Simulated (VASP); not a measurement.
Crystal: TiN (Osbornite).

```
CELL_PARAMETERS angstrom
0.00000 2.11900 2.11900
2.11900 0.00000 2.11900
2.11900 2.11900 0.00000
ATOMIC_POSITIONS crystal
Ti 0.00000 0.00000 0.00000
N 0.50000 0.50000 0.50000
```

* Program: VASP 6.6.1
* Task: relaxation of cell and atoms
* Functional: PBEsol
* Potentials or basis: VASP PAW PBE potentials, release 64 (Ti_sv, N)
* Cutoff: 600 eV
* k mesh: 9 × 9 × 9
* Occupations: methfessel-paxton, width 0.2 eV
* Spin: no spin polarisation

At the start: pressure -6.7 GPa; volume 9.51 Å³/atom.

How do energy, volume and symmetry change on relaxing?

Over 3 steps the energy falls by 4.6 meV/atom and the volume is 9.30 Å³/atom (-2.3 %); space group Fm-3m (No. 225, to 0.05 Å).

The path:
| step | energy change (eV) | largest force (eV/Å) | pressure (GPa) | volume (Å³) |
| --- | --- | --- | --- | --- |
| 1 | 0.0000 | 0.0000 | -6.68 | 19.03 |
| 2 | 0.0123 | 0.0000 | 11.15 | 17.96 |
| 3 | -0.0092 | 0.0000 | -0.03 | 18.60 |

Final structure:
```xyz
2
Lattice="0.0000 2.1028 2.1028 2.1028 0.0000 2.1028 2.1028 2.1028 0.0000" Properties=species:S:1:pos:R:3 pbc="T T T"
Ti    0.0000    0.0000    0.0000
N     2.1028    2.1028    2.1028
```

Caveat: the PAW data sets were made with another functional, which shifts forces and pressure a little.
